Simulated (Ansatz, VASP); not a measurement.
One calculation of SnSe2, two programs

File INCAR:

```
  ALGO = Normal
  EDIFF = 1E-6
  ENCUT = 500
  GGA = PS
  GGA_COMPAT = False
  ISIF = 2
  ISMEAR = 0
  LASPH = True
  LCHARG = False
  LREAL = False
  LWAVE = False
  NBANDS = 20
  NELM = 120
  PREC = Accurate
  SIGMA = 0.01
```

File KPOINTS:

```
k-points
0
Gamma
  6 6 4
```

Contents of POSCAR:

```
SnSe2
1.0
    3.7789732757      0.0000000000      0.0000000000
   -1.8894866379      3.2726870416      0.0000000000
    0.0000000000      0.0000000000      6.0844345369
Sn Se
1 2
Direct
    0.0000000000      0.0000000000      0.0000000000
    0.3333333333      0.6666666667      0.2490000000
    0.6666666667      0.3333333333      0.7510000000
```

Input for Ansatz:

```yaml
crystal:
  lattice:
    - [3.7789732757482164, 0.0, 0.0]
    - [-1.8894866378741082, 3.272687041633365, 0.0]
    - [0.0, 0.0, 6.084434536864617]
  atoms:
    - { symbol: Sn, position: [0.0, 0.0, 0.0] }
    - { symbol: Se, position: [0.3333333333333333, 0.6666666666666666, 0.249] }
    - { symbol: Se, position: [0.6666666666666666, 0.3333333333333333, 0.751] }
basis:
  ecutwfc: 450.0
kpoints:
  mp_grid:
    grid: [6, 6, 4]
hamiltonian:
  xc: pbesol
scf:
  occupations:
    method: fixed
output:
  stress: true
```

Alike in both runs: task single point; functional PBEsol; k mesh 6 × 6 × 4; no spin polarisation.

|  | VASP | Ansatz |
| --- | --- | --- |
| version | VASP 6.6.1 | Ansatz 0.2.0 |
| potentials or method | VASP PAW PBE potentials, release 64 (Sn_d, Se), cutoff 500 eV | plane waves, PAW |
| occupations | gaussian, width 0.01 eV | fixed |
| valence electrons in the cell | 26 | 46 |

```tsv
	VASP	Ansatz	Ansatz less VASP
pressure (GPa)	4.7	4.6	-0.16
traceless stress, the component that is largest in VASP (GPa)	1.09	1.09	0.000
```

VASP's potentials were made for PBE, not for PBEsol. VASP's potentials hold 26 valence electrons a cell and Ansatz's 46, so a difference there can come from the potentials and not from the codes.
